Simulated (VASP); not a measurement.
# NiO (Fm-3m) in VASP: a series of runs, part 2 of 2

VASP 6.6.1. Earlier steps stand in the parts before.

## (4) Single point, r2SCAN+U, collinear spin, antiferromagnetic start

Input file POSCAR:

```
NiO
1.0
    0.0000000000      2.0913095100      2.0913095100
    4.1826190200      2.0913095100      2.0913095100
    4.1826190200      4.1826190200      0.0000000000
Ni O
2 2
Direct
    0.0000000000      0.0000000000      0.0000000000
    0.0000000000      0.0000000000      0.5000000000
    0.5000000000      0.5000000000      0.0000000000
    0.5000000000      0.5000000000      0.5000000000
```

Input file INCAR.step1:

```
PREC = Accurate ; ENCUT = 520
ISMEAR = 0 ; SIGMA = 0.05
LREAL = False ; LASPH = True
NELM = 150 ; ISPIN = 2
MAGMOM = 1.94 -1.9 -0.13 0.04 ; LMAXMIX = 4
LDAU = True ; LDAUTYPE = 2
LDAUL = 2 -1 ; LDAUU = 3 0
LDAUJ = 0 0 ; NBANDS = 28
GGA = PE ; ALGO = Normal
EDIFF = 1E-4 ; LWAVE = True
LCHARG = False
```

Input file INCAR.step2:

```
PREC = Accurate ; ENCUT = 520
EDIFF = 1E-6 ; ISMEAR = 0
SIGMA = 0.05 ; LREAL = False
LASPH = True ; NELM = 150
ALGO = Normal ; ISIF = 2
LWAVE = False ; LCHARG = True
ISPIN = 2 ; MAGMOM = 1.94 -1.9 -0.13 0.04
LORBIT = 11 ; LMAXMIX = 4
LDAU = True ; LDAUTYPE = 2
LDAUL = 2 -1 ; LDAUU = 3 0
LDAUJ = 0 0 ; LDAUPRINT = 1
METAGGA = R2SCAN ; LMIXTAU = True
LELF = True ; LVHAR = True
NBANDS = 28 ; ISTART = 1
```

Input file KPOINTS:

```
regular mesh
0
Gamma
  8 8 8
```

Potentials or basis: VASP PAW PBE potentials, release 64 (Ni, O).

Launch:

```console
$ cat potpaw_PBE.64/Ni/POTCAR potpaw_PBE.64/O/POTCAR > POTCAR
$ cp INCAR.step1 INCAR
$ mpirun -np 1 vasp_std > vasp.out
$ cp INCAR.step2 INCAR
$ mpirun -np 1 vasp_std > vasp.out
```

OUTCAR:

```text
PREC = Accurate
   ENCUT = 520
   EDIFF = 1E-6
   ISMEAR = 0
   LREAL = False
   LASPH = True
   NELM = 150
   ISIF = 2
   ISPIN = 2
   LORBIT = 11
   METAGGA = R2SCAN
   ISTART = 1

 ion  position               nearest neighbor table
   1  0.000  0.000  0.000-   4 2.09   3 2.09   4 2.09   3 2.09   4 2.09   4 2.09   2 2.96   2 2.96
                             2 2.96   2 2.96   2 2.96   2 2.96   2 2.96   2 2.96
   2  0.000  0.000  0.500-   3 2.09   3 2.09   4 2.09   4 2.09   3 2.09   3 2.09   1 2.96   1 2.96
                             1 2.96   1 2.96   1 2.96   1 2.96   1 2.96   1 2.96
   3  0.500  0.500  0.000-   2 2.09   1 2.09   2 2.09   1 2.09   2 2.09   2 2.09
   4  0.500  0.500  0.500-   1 2.09   1 2.09   2 2.09   2 2.09   1 2.09   1 2.09

  LATTYP: Found a simple tetragonal cell.
 ALAT       =     2.9575582722
 C/A-ratio  =     1.4142135624

  Lattice vectors:

 A1 = (   0.0000000000,  -2.0913095100,   2.0913095100)
 A2 = (   0.0000000000,  -2.0913095100,  -2.0913095100)
 A3 = (   4.1826190200,   0.0000000000,   0.0000000000)

Analysis of symmetry for initial positions (statically):
=====================================================================
 Subroutine PRICEL returns following result:

  LATTYP: Found a face centered cubic cell.
 ALAT       =     4.1826190200

  Lattice vectors:

 A1 = (  -2.0913095100,   2.0913095100,   0.0000000000)
 A2 = (  -2.0913095100,   0.0000000000,   2.0913095100)
 A3 = (   0.0000000000,   2.0913095100,   2.0913095100)

   2 primitive cells build up your supercell.

 Routine SETGRP: Setting up the symmetry group for a
 simple tetragonal supercell.

 Subroutine GETGRP returns: Found 16 space group operations
[... 252 lines left out ...]
  o =  0.9773  v =  0.0000  0.0000  0.0000  0.0000  0.0000  1.0000  0.0000  0.0000  0.0000  0.0000      0.0000  0.0000  0.0000  0.0000  0.0000  0.0000  0.0000  0.0000  0.0000  0.0000
  o =  1.0245  v =  0.0000  0.0000  0.0000  0.0000  0.0000  0.0000 -0.0000 -0.8660  0.0000 -0.5000      0.0000  0.0000  0.0000  0.0000  0.0000  0.0000  0.0000  0.0000  0.0000  0.0000
  o =  1.0246  v =  0.0000  0.0000  0.0000  0.0000  0.0000  0.0000  0.0000  0.5000  0.0000 -0.8660      0.0000  0.0000  0.0000  0.0000  0.0000  0.0000  0.0000  0.0000  0.0000  0.0000

 number of electron      32.0000010 magnetization       0.0000000

 Free energy of the ion-electron system (eV)
  ---------------------------------------------------
  ext. energy  EPLUGINS =         0.00000000
  ---------------------------------------------------
  free energy    TOTEN  =       -38.97914708 eV

  energy without entropy =      -38.97914708  energy(sigma->0) =      -38.97914708

 E-fermi :   7.2835     XC(G=0): -13.3719

 val. band max:        6.9859385993   @ k =   0.5000   0.0000   0.0000
 cond. band min:       9.4360179961   @ k =   0.0000   0.5000   0.5000
 fundamental gap:      2.4500793968
 Fermi energy:         7.2835052080

 spin component 1

 k-point     1 :       0.0000    0.0000    0.0000
  band No.  band energies     occupation
      1     -13.2194      1.00000
      2     -11.7963      1.00000
      3       0.9947      1.00000
      4       1.8141      1.00000
      5       2.1264      1.00000
      6       2.3303      1.00000
[... 1481 lines left out ...]
     27      27.8957      0.00000
     28      28.3650      0.00000

 [... further k-points ...]
[... 5 lines left out ...]
  --------------------------------------------------------------------------------------
  -------------------------------------------------------------------------------------
  Total       -0.1384121     -0.1048722     -0.1048722      0.0000000      0.0000000     -0.0000000
  in kB       -6.0613543     -4.5925719     -4.5925719      0.0000000      0.0000000     -0.0000000
  external PRESSURE =      -5.0821661 kB  Pullay stress =       0.0000000 kB

 VOLUME and BASIS-vectors are now :
 -----------------------------------------------------------------------------
  energy-cutoff  :      520.00
  volume of cell :       36.59
      direct lattice vectors                 reciprocal lattice vectors
     0.000000000  2.091309510  2.091309510    -0.239084649  0.239084649  0.239084649
     4.182619020  2.091309510  2.091309510     0.239084649 -0.239084649  0.239084649
     4.182619020  4.182619020  0.000000000     0.000000000  0.239084649 -0.239084649

 POSITION                                       TOTAL-FORCE (eV/Angst)
 -----------------------------------------------------------------------------------
      0.00000      0.00000      0.00000        -0.000000     -0.000000     -0.000000
      2.09131      2.09131      0.00000        -0.000000     -0.000000     -0.000000
      2.09131      2.09131      2.09131        -0.000000      0.000000      0.000000
      4.18262      4.18262      2.09131         0.000000      0.000000     -0.000000
 -----------------------------------------------------------------------------------
    total drift:                                0.000000     -0.000000     -0.000000

  FREE ENERGIE OF THE ION-ELECTRON SYSTEM (eV)
  ---------------------------------------------------
  free  energy   TOTEN  =       -38.9791470831 eV

  energy  without entropy=      -38.9791470831  energy(sigma->0) =      -38.97914708

 total charge

# of ion       s       p       d       tot
------------------------------------------
    1        0.340   0.424   8.164   8.928
    2        0.340   0.424   8.164   8.928
    3        1.553   3.513   0.000   5.066
    4        1.553   3.513   0.000   5.066
--------------------------------------------------
tot          3.785   7.875  16.329  27.988

 magnetization (x)

# of ion       s       p       d       tot
------------------------------------------
    1        0.017   0.018   1.772   1.807
    2       -0.017  -0.018  -1.772  -1.807
    3       -0.008  -0.062   0.000  -0.069
    4        0.008   0.062   0.000   0.069
--------------------------------------------------
tot          0.000  -0.000   0.000   0.000
```

Wall time 23 min (1 thread of Oxide Virtual Turin-like, shared host); peak memory 0.29 GiB.

What came out:

| Quantity | Value |
| --- | --- |
| Free energy | -38.9791 eV |
| Pressure | -0.5 GPa |
| Band gap on the k mesh | 2.45 eV |
| Net moment | 0.00 μB per cell |
| Site moments | Ni +1.81, -1.81; O -0.07, +0.07 μB |
| Valence electrons inside the program's atomic spheres | Ni 8.93; O 5.07 |

Eigenvalues of the final occupation matrices:
```tsv
site	spin	trace	eigenvalues
site 1 d	1	4.98	0.98 0.98 0.98 1.02 1.02
site 1 d	2	3.21	0.14 0.14 0.97 0.97 0.97
site 2 d	1	3.21	0.14 0.14 0.97 0.97 0.97
site 2 d	2	4.98	0.98 0.98 0.98 1.02 1.02
```

Caveat: the PAW data sets were made with another functional, which shifts forces and pressure a little. A k mesh can miss the band edges.
